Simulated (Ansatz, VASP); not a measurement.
# Two plane-wave programs on KCl

The input POSCAR:

```
KCl
1.0
    0.0000000000      2.9036120000      3.2823440000
    2.9036120000      0.0000000000      3.2823440000
    2.9036120000      2.9036120000      0.0000000000
K Cl
1 1
Direct
    0.0000000000      0.0000000000      0.0000000000
    0.5000000000      0.5000000000      0.5000000000
```

The input INCAR.step1:

```
PREC = Accurate
ENCUT = 550
ISMEAR = 0
SIGMA = 0.05
LREAL = F
LASPH = T
NELM = 120
NBANDS = 15
GGA = PE
ALGO = Normal
EDIFF = 1E-5
LWAVE = T
LCHARG = F
GGA_COMPAT = F
```

File INCAR.step2:

```
PREC = Accurate
ENCUT = 550
EDIFF = 1E-6
ISMEAR = 0
SIGMA = 0.05
LREAL = F
LASPH = T
NELM = 120
ALGO = Normal
ISIF = 2
LWAVE = F
LCHARG = F
METAGGA = R2SCAN
LMIXTAU = T
NBANDS = 15
ISTART = 1
GGA_COMPAT = F
```

KPOINTS

```
Automatic mesh
0
Gamma
  6 6 6
```

Input for Ansatz:

```yaml
crystal:
  lattice:
    - [0.0, 2.903612, 3.282344]
    - [2.903612, 0.0, 3.282344]
    - [2.903612, 2.903612, 0.0]
  atoms:
    - { symbol: K, position: [0.0, 0.0, 0.0] }
    - { symbol: Cl, position: [0.5, 0.5, 0.5] }
basis:
  ecutwfc: 500
kpoints:
  mp_grid: { grid: [6, 6, 6] }
hamiltonian:
  xc: r2scan
scf:
  occupations: { method: gaussian, width: 0.05 }
output:
  forces: true
  stress: true
  eigenvalues: true
```

Change from the starting cell: strain -0.080 along x and y, +0.040 along z, atoms carried along.

Alike in both runs: task single point; functional r2SCAN; k mesh 6 × 6 × 6; occupations gaussian, width 0.05 eV; no spin polarisation.

|  | VASP | Ansatz |
| --- | --- | --- |
| version | VASP 6.6.1 | Ansatz 0.2.0 |
| potentials or method | VASP PAW PBE potentials, release 64 (K_sv, Cl), cutoff 550 eV | scalar-relativistic, plane waves, PAW |
| valence electrons in the cell | 16 | 16 |

Ansatz gave:

| Quantity | Value |
| --- | --- |
| gap on the k mesh at the Fermi level (eV) | 6.09 |
| least direct gap on the mesh (eV) | 6.09 |
| pressure (GPa) | 4.2 |
| traceless stress, the component that is largest in VASP (GPa) | -5.01 |

Question: What did VASP give for the same quantities?

Answer: gap on the k mesh at the Fermi level (eV): 6.09; least direct gap on the mesh (eV): 6.09; pressure (GPa): 4.3; traceless stress, the component that is largest in VASP (GPa): -5.08.

VASP's potentials were made for PBE, not for r2SCAN. The functional is the same, so the differences come from potentials, cutoffs and numerics.
